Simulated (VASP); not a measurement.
# Al18H3C in VASP: further runs

Al18H3C is run at these levels: PBE+D3(BJ); tasks: single point.

Everything below comes from runs of VASP 6.6.1. Logs are shortened: lines on timing, memory, paths and dates and some standing lists are left out, and cuts for length are marked.

### Step 1. The cell of the first run

The cell holds a slab with vacuum, 22 atoms: a = 5.728 Å, b = 8.591 Å, c = 15.677 Å, α = 90.00°, β = 90.00°, γ = 60.00°.

### Step 2. Single point, PBE+D3(BJ)

INCAR

```
  ALGO = Normal
  EDIFF = 1E-7
  ENCUT = 520
  GGA = PE
  ISIF = 2
  ISMEAR = 0
  IVDW = 12
  LASPH = True
  LCHARG = True
  LELF = True
  LREAL = Auto
  LVHAR = True
  LWAVE = False
  NBANDS = 48
  NELM = 80
  PREC = Accurate
  SIGMA = 0.15
```

KPOINTS

```
k-points
0
Gamma
  3 2 1
```

POSCAR

```
Al18H3C
1.0
    5.7275650000      0.0000000000      0.0000000000
    4.2956740000      7.4403250000      0.0000000000
    0.0000000000      0.0000000000     15.6765370000
Al C H
18 1 3
Direct
    0.1666667000      0.1111111000      0.0637896000
    0.6666667000      0.1111111000      0.0637896000
    0.1666667000      0.4444444000      0.0637896000
    0.6666667000      0.4444444000      0.0637896000
    0.1666667000      0.7777778000      0.0637896000
    0.6666667000      0.7777778000      0.0637896000
   -0.1641989294      0.2201703067      0.2088781800
    0.3307050701      0.2239051939      0.2090816494
   -0.1697033783      0.5576847907      0.2130968305
    0.3342589653      0.5562221886      0.2128867417
   -0.1669765443      0.8887405744      0.2079037537
    0.3364752826      0.8859892244      0.2119947637
   -0.0069438634      0.0039507116      0.3538815027
    0.5027932213      0.0037209882      0.3550329974
    0.0041881271      0.3255650692      0.3555393429
    0.5059226278      0.3258638248      0.3562299149
   -0.0045334925      0.6726020777      0.3546678622
    0.5009311063      0.6661604589      0.3646969946
    0.4977723317      0.6690432425      0.4940620593
    0.7060397198      0.6010479976      0.5179889076
    0.3920265235      0.8084156582      0.5172100997
    0.3946317918      0.5991361333      0.5181443551
```

Potentials or basis: VASP PAW PBE potentials, release 64 (Al, C, H).

The run is started by

```console
$ cat potpaw_PBE.64/Al/POTCAR potpaw_PBE.64/C/POTCAR potpaw_PBE.64/H/POTCAR > POTCAR
$ mpirun -np 1 vasp_std > vasp.out
```

OUTCAR:

```text
EDIFF = 1E-7
   ENCUT = 520
   GGA = PE
   ISIF = 2
   ISMEAR = 0
   IVDW = 12
   LASPH = True
   LREAL = Auto
   NELM = 80
   PREC = Accurate
 IVDW          = 12

 ion  position               nearest neighbor table
   1  0.167  0.111  0.064-   7 2.80   8 2.81   3 2.86   5 2.86   6 2.86   4 2.86   2 2.86   2 2.86
                            12 2.86
   2  0.667  0.111  0.064-  11 2.80   7 2.81   8 2.82   6 2.86   4 2.86   5 2.86   3 2.86   1 2.86
                             1 2.86
   3  0.167  0.444  0.064-   8 2.81   1 2.86   2 2.86   4 2.86   4 2.86   6 2.86   5 2.86  10 2.87
                             9 2.87
   4  0.667  0.444  0.064-   7 2.82  10 2.86   2 2.86   1 2.86   3 2.86   3 2.86   5 2.86   6 2.86
                             9 2.87
   5  0.167  0.778  0.064-  11 2.80  12 2.85  10 2.86   1 2.86   2 2.86   6 2.86   6 2.86   4 2.86
                             3 2.86
   6  0.667  0.778  0.064-  11 2.80  12 2.84   9 2.86   2 2.86   1 2.86   5 2.86   5 2.86   3 2.86
                             4 2.86
   7  0.836  0.220  0.209-  13 2.78   1 2.80   2 2.81  15 2.81   4 2.82  16 2.83   8 2.85  11 2.86
                            12 2.87   8 2.88  10 2.88   9 2.88
   8  0.331  0.224  0.209-   3 2.81  15 2.81   1 2.81  14 2.81   2 2.82  16 2.82   7 2.85  10 2.87
                             9 2.87   7 2.88  11 2.88  12 2.89
   9  0.830  0.558  0.213-  17 2.78  15 2.82  12 2.82  10 2.85  11 2.85   6 2.86   4 2.87   8 2.87
[... 4 lines left out ...]
                            12 2.86  10 2.86  12 2.87   8 2.88
  12  0.336  0.886  0.212-  13 2.80  14 2.81   9 2.82  10 2.84   6 2.84   5 2.85  11 2.86   1 2.86
                             7 2.87  11 2.87   8 2.89  18 2.90
  13  0.993  0.004  0.354-  16 2.78   7 2.78  15 2.80  12 2.80  14 2.81  11 2.82  17 2.84  18 2.91
                            14 2.92
  14  0.503  0.004  0.355-  16 2.78  13 2.81  15 2.81   8 2.81  12 2.81  11 2.83  17 2.83  18 2.91
                            13 2.92
  15  0.004  0.326  0.356-  13 2.80   8 2.81  14 2.81   7 2.81   9 2.82  16 2.85  16 2.88  18 2.91
                            17 2.96
  16  0.506  0.326  0.356-  14 2.78  13 2.78   8 2.82  10 2.83   7 2.83  15 2.85  15 2.88  18 2.91
                            17 2.95
  17  0.995  0.673  0.355-   9 2.78  10 2.79  11 2.81  14 2.83  13 2.84  18 2.86  18 2.87  16 2.95
                            15 2.96
  18  0.501  0.666  0.365-  19 2.03  17 2.86  17 2.87   9 2.88  10 2.89  12 2.90  15 2.91  14 2.91
                            13 2.91  16 2.91
  19  0.498  0.669  0.494-  22 1.10  21 1.10  20 1.10  18 2.03
  20  0.706  0.601  0.518-  19 1.10
  21  0.392  0.808  0.517-  19 1.10
  22  0.395  0.599  0.518-  19 1.10

  LATTYP: Found a simple monoclinic cell.
 ALAT       =     5.7275650000
 B/A-ratio  =     2.7370334514
 C/A-ratio  =     1.3228756151
 COS(beta)  =    -0.1889822093

  Lattice vectors:

 A1 = (   5.7275650000,   0.0000000000,   0.0000000000)
 A2 = (   0.0000000000,   0.0000000000, -15.6765370000)
 A3 = (  -1.4318910000,   7.4403250000,   0.0000000000)

[... 177 lines left out ...]
   EMIN   =  10.00;   EMAX   =-10.00  energy-range for DOS
   EFERMI =   0.00;   METHOD = LEGACY
   ISMEAR =     0;   SIGMA  =   0.15  broadening in eV -4-tet -1-fermi 0-gaus
   EFERMI_NEDOS =   21; number of points for ismear=-14 and -15
   IALGO  =     38    algorithm
   IMIX   =      4    mixing-type and parameters
     AMIX     =   0.40;   BMIX     =  1.00
     AMIX_MAG =   1.60;   BMIX_MAG =  1.00
  volume/ion in A,a.u.               =      30.37       204.92
  Fermi-wavevector in a.u.,A,eV,Ry     =   0.737192  1.393091  7.394119  0.543452
  Thomas-Fermi vector in A             =   1.830814
   LORBIT       =      0    0 simple, 1 ext, 2 COOP (PROOUT), +10 PAW based schemes
   GGA     = PE    functional components
   LHFCALC =     F    Hartree Fock is set to
   AEXX    =    0.0000 exact exchange contribution
   IVDW    =    12    specifies the selected vdW correction
   LEPSILON=     F    determine dielectric tensor
   LRPA    =     F    only Hartree local field effects (RPA)
 non-spin polarized calculation
 Gauss-broadening in eV      SIGMA  =   0.15
  energy-cutoff  :      520.00
  volume of cell :      668.05
 maximum number of plane-waves:     17998
 NGX is ok and might be reduce to    42
   NGX = 21   NGY = 31   NGZ = 59

 number of electron      61.0000001 magnetization

 Free energy of the ion-electron system (eV)
  ---------------------------------------------------
  ext. energy  EPLUGINS =         0.00000000
  ---------------------------------------------------
  free energy    TOTEN  =       -83.21783164 eV

  energy without entropy =      -83.07190870  energy(sigma->0) =      -83.14487017

 E-fermi :   1.3449     XC(G=0):  -5.9462

 val. band max:        1.3128373141   @ k =   0.0000   0.0000   0.0000
 cond. band min:       1.4026219990   @ k =   0.0000   0.5000   0.0000
 fundamental gap:      0.0897846849
 Fermi energy:         1.3449332437

 k-point     1 :       0.0000    0.0000    0.0000
  band No.  band energies     occupation
      1     -11.1247      2.00000
      2      -9.0193      2.00000
      3      -7.2131      2.00000
      4      -6.4103      2.00000
      5      -6.3749      2.00000
      6      -4.7148      2.00000
[... 169 lines left out ...]
     41       3.9332      0.00000
     42       3.9693      0.00000
 [bands above 42 left out]

------------------------ aborting loop because EDIFF is reached ----------------------------------------

 Edisp (eV)   -4.39976

 E8    (eV) :    -2.0105

  FORCE on cell =-STRESS in cart. coord.  units (eV):
  Direction    XX          YY          ZZ          XY          YZ          ZX
  --------------------------------------------------------------------------------------
  -------------------------------------------------------------------------------------
  Total      -8.27117    -8.83968    -0.23433     0.03445    -0.00132     0.00309
  in kB     -19.83652   -21.19996    -0.56198     0.08262    -0.00318     0.00742
  external pressure =      -13.87 kB  Pullay stress =        0.00 kB

 VOLUME and BASIS-vectors are now :
 -----------------------------------------------------------------------------
  energy-cutoff  :      520.00
  volume of cell :      668.05
      direct lattice vectors                 reciprocal lattice vectors
     5.727565000  0.000000000  0.000000000     0.174594265 -0.100802054  0.000000000
     4.295674000  7.440325000  0.000000000     0.000000000  0.134402731  0.000000000
     0.000000000  0.000000000 15.676537000     0.000000000  0.000000000  0.063789598

 POSITION                                       TOTAL-FORCE (eV/Angst)
 -----------------------------------------------------------------------------------
      1.43189      0.82670      1.00000         0.011831      0.042418     -0.110431
      4.29567      0.82670      1.00000        -0.004086      0.019969     -0.155235
      2.86378      3.30681      1.00000         0.008985     -0.050502      0.030477
      5.72757      3.30681      1.00000        -0.014985     -0.076127      0.056033
      4.29567      5.78692      1.00000        -0.026139      0.006103      0.138477
      7.15946      5.78692      1.00000         0.022546      0.060444      0.055027
[... 14 lines left out ...]
      5.71805      6.01488      8.10806        -0.000136      0.023930      0.004191
      4.83397      4.45777      8.12271        -0.017904     -0.009751      0.004730
 -----------------------------------------------------------------------------------
    total drift:                               -0.002518     -0.003402      0.000577

  FREE ENERGIE OF THE ION-ELECTRON SYSTEM (eV)
  ---------------------------------------------------
  free  energy   TOTEN  =       -87.6175900268 eV

  energy  without entropy=      -87.4716670880  energy(sigma->0) =      -87.54462856
```

stdout:

```text
POSCAR found type information on POSCAR AlC H
 POSCAR found :  3 types and      22 ions
 scaLAPACK will be used
 LDA part: xc-table for (Slater+PW92), standard interpolation
 -----------------------------------------------------------------------------
|                                                                             |
|           W    W    AA    RRRRR   N    N  II  N    N   GGGG   !!!           |
|           W    W   A  A   R    R  NN   N  II  NN   N  G    G  !!!           |
|           W    W  A    A  R    R  N N  N  II  N N  N  G       !!!           |
|           W WW W  AAAAAA  RRRRR   N  N N  II  N  N N  G  GGG   !            |
|           WW  WW  A    A  R   R   N   NN  II  N   NN  G    G                |
|           W    W  A    A  R    R  N    N  II  N    N   GGGG   !!!           |
|                                                                             |
|     Your reciprocal lattice and k-lattice belong to different lattice       |
|     classes:                                                                |
|                                                                             |
|        The reciprocal lattice is simple monoclinic,                         |
|        whereas your k-lattice is hexagonal.                                 |
|                                                                             |
|     Results are often still useful ...                                      |
|                                                                             |
 -----------------------------------------------------------------------------

 POSCAR, INCAR and KPOINTS ok, starting setup
 FFT: planning ... GRIDC
 FFT: planning ... GRID_SOFT
 FFT: planning ... GRID
 WAVECAR not read
 entering main loop
```

Wall time 8.1 min (1 thread of Intel Xeon 8259CL, shared host); peak memory 0.73 GiB.

What came out:

```yaml
Free_energy: -87.6176 eV
Largest_force: 0.157 eV/Å
Band_gap_on_the_k_mesh: zero (an odd number of electrons rules out a gap without spin polarisation)
Dispersion_energy_per_atom: -0.200 eV
```

Forces in eV/Å, atoms in the order of the input:
```
Al   0.012  0.042 -0.110
Al  -0.004  0.020 -0.155
Al   0.009 -0.051  0.030
Al  -0.015 -0.076  0.056
Al  -0.026  0.006  0.138
Al   0.023  0.060  0.055
Al   0.012 -0.010 -0.008
Al  -0.014  0.010  0.000
Al   0.007 -0.005 -0.009
Al  -0.007  0.002 -0.003
Al   0.002  0.001 -0.008
Al  -0.001  0.002 -0.006
Al  -0.028  0.004  0.004
Al   0.011  0.006  0.003
Al  -0.002 -0.003 -0.005
Al   0.010 -0.023  0.008
Al   0.009  0.021  0.002
Al   0.000 -0.001  0.003
C    0.004 -0.011 -0.011
H    0.017 -0.010  0.007
H    0.000  0.024  0.004
H   -0.018 -0.010  0.005
```

Caveat: the k points lie up to 0.42 Å⁻¹ apart, too coarse for converged energies and pressures of a metal; there is no dipole correction, which matters where the two faces differ.

### Step 3. Single point, PBE+D3(BJ)

INCAR

```
SYSTEM = Al18H3C
  PREC = Accurate
  ENCUT = 520
  EDIFF = 1E-6
  ISMEAR = 0
  SIGMA = 0.15
  LREAL = Auto
  LASPH = .True.
  NELM = 100
  ALGO = Normal
  ISIF = 2
  LWAVE = .False.
  LCHARG = .True.
  GGA = PE
  IVDW = 12
  LELF = .True.
  LVHAR = .True.
  NBANDS = 48
```

KPOINTS

```
Automatic mesh
0
Gamma
  3 2 1
  0 0 0
```

POSCAR

```
Al18H3C
1.0
    5.7275650000      0.0000000000      0.0000000000
    4.2956740000      7.4403250000      0.0000000000
    0.0000000000      0.0000000000     15.6765370000
Al C H
18 1 3
Direct
    0.1666665958      0.1111111410      0.0637895984
    0.6666666831      0.1111111410      0.0637895984
    0.1666667458      0.4444444295      0.0637895984
    0.6666666585      0.4444444295      0.0637895984
    0.1666666204      0.7777778524      0.0637895984
    0.6666667077      0.7777778524      0.0637895984
   -0.1641989347      0.2201703555      0.2088782108
    0.3307050235      0.2239051386      0.2090816358
   -0.1697033562      0.5576847786      0.2130968083
    0.3342589255      0.5562222080      0.2128867492
   -0.1669765325      0.8887406128      0.2079037609
    0.3364752727      0.8859892545      0.2119947792
   -0.0069438256      0.0039507683      0.3538814727
    0.5027932562      0.0037209396      0.3550330025
    0.0041880891      0.3255650795      0.3555393643
    0.5059225173      0.3258638568      0.3562298867
   -0.0045335542      0.6726020705      0.3546678708
    0.5009312019      0.6661604164      0.3646969991
    0.4977723400      0.6690432206      0.4940620495
    0.7060398266      0.6010479381      0.5179888900
    0.3920266308      0.8084156270      0.5172100828
    0.3946317904      0.5991361936      0.5181443453
```

Potentials or basis: VASP PAW PBE potentials, release 64 (Al, C, H).

The run is started by

```console
$ cat potpaw_PBE.64/Al/POTCAR potpaw_PBE.64/C/POTCAR potpaw_PBE.64/H/POTCAR > POTCAR
$ mpirun -np 1 vasp_std > vasp.out
```

OUTCAR:

```text
SYSTEM = Al18H3C
   PREC = Accurate
   ENCUT = 520
   EDIFF = 1E-6
   ISMEAR = 0
   LREAL = Auto
   LASPH = .True.
   NELM = 100
   ISIF = 2
   GGA = PE
   IVDW = 12
 IVDW          = 12

 ion  position               nearest neighbor table
   1  0.167  0.111  0.064-   7 2.80   8 2.81   2 2.86   4 2.86   5 2.86   3 2.86   6 2.86   2 2.86
                            12 2.86
   2  0.667  0.111  0.064-  11 2.80   7 2.81   8 2.82   1 2.86   4 2.86   3 2.86   5 2.86   6 2.86
                             1 2.86
   3  0.167  0.444  0.064-   8 2.81   4 2.86   2 2.86   1 2.86   5 2.86   6 2.86   4 2.86  10 2.87
[... 459 lines left out ...]
  Total      -8.27154    -8.84015    -0.23420     0.03444    -0.00134     0.00308
  in kB     -19.83741   -21.20108    -0.56168     0.08260    -0.00321     0.00740
  external pressure =      -13.87 kB  Pullay stress =        0.00 kB

 VOLUME and BASIS-vectors are now :
 -----------------------------------------------------------------------------
  energy-cutoff  :      520.00
  volume of cell :      668.05
      direct lattice vectors                 reciprocal lattice vectors
     5.727565000  0.000000000  0.000000000     0.174594265 -0.100802054  0.000000000
     4.295674000  7.440325000  0.000000000     0.000000000  0.134402731  0.000000000
     0.000000000  0.000000000 15.676537000     0.000000000  0.000000000  0.063789598

 POSITION                                       TOTAL-FORCE (eV/Angst)
 -----------------------------------------------------------------------------------
      1.43189      0.82670      1.00000         0.011833      0.042417     -0.110429
      4.29567      0.82670      1.00000        -0.004088      0.019968     -0.155234
      2.86378      3.30681      1.00000         0.008982     -0.050497      0.030481
      5.72757      3.30681      1.00000        -0.014982     -0.076119      0.056038
      4.29567      5.78692      1.00000        -0.026138      0.006099      0.138482
      7.15946      5.78692      1.00000         0.022544      0.060439      0.055032
[... 14 lines left out ...]
      5.71805      6.01487      8.10806        -0.000136      0.024024      0.004207
      4.83397      4.45777      8.12271        -0.018015     -0.009813      0.004757
 -----------------------------------------------------------------------------------
    total drift:                               -0.002517     -0.003407      0.000533

  FREE ENERGIE OF THE ION-ELECTRON SYSTEM (eV)
  ---------------------------------------------------
  free  energy   TOTEN  =       -87.6175897385 eV

  energy  without entropy=      -87.4716694295  energy(sigma->0) =      -87.54462958
```

OSZICAR:

```text
N       E                     dE             d eps       ncg     rms          rms(c)
DAV:   1     0.173551190196E+03    0.17355E+03   -0.19440E+04   384   0.934E+02
DAV:   2    -0.680926520507E+02   -0.24164E+03   -0.23059E+03   488   0.159E+02
DAV:   3    -0.886332419909E+02   -0.20541E+02   -0.20021E+02   520   0.429E+01
[... 13 lines left out ...]
DAV:  17    -0.832177669117E+02   -0.32653E-03   -0.38947E-05   528   0.252E-02    0.733E-03
DAV:  18    -0.832178087357E+02   -0.41824E-04   -0.63774E-06   480   0.974E-03    0.476E-03
DAV:  19    -0.832178290782E+02   -0.20342E-04   -0.31430E-06   440   0.563E-03    0.149E-03
DAV:  20    -0.832178306322E+02   -0.15540E-05   -0.28313E-07   360   0.190E-03    0.658E-04
DAV:  21    -0.832178313154E+02   -0.68327E-06   -0.29686E-07   328   0.162E-03
   1 F= -.87617590E+02 E0= -.87544630E+02  d E =-.145920E+00
```

Run time: 7.5 min. Hardware: 1 thread of Intel Xeon 8259CL, shared host; peak memory 0.74 GiB.

What came out:

- Free energy: -87.6176 eV
- Largest force: 0.157 eV/Å
- Band gap on the k mesh: zero (an odd number of electrons rules out a gap without spin polarisation)
- Dispersion energy per atom: -0.200 eV

Forces in eV/Å, atoms in the order of the input:
```
Al   0.012  0.042 -0.110
Al  -0.004  0.020 -0.155
Al   0.009 -0.050  0.030
Al  -0.015 -0.076  0.056
Al  -0.026  0.006  0.138
Al   0.023  0.060  0.055
Al   0.012 -0.010 -0.008
Al  -0.014  0.010  0.000
Al   0.007 -0.005 -0.009
Al  -0.007  0.002 -0.003
Al   0.002  0.001 -0.008
Al  -0.001  0.002 -0.006
Al  -0.028  0.004  0.004
Al   0.011  0.006  0.003
Al  -0.002 -0.003 -0.005
Al   0.010 -0.023  0.008
Al   0.009  0.021  0.002
Al   0.000 -0.001  0.003
C    0.004 -0.011 -0.011
H    0.017 -0.010  0.007
H    0.000  0.024  0.004
H   -0.018 -0.010  0.005
```

Caveat: the k points lie up to 0.42 Å⁻¹ apart, too coarse for converged energies and pressures of a metal; there is no dipole correction, which matters where the two faces differ.

The gap in the log of VASP goes by the Fermi energy; the results here count the filled bands.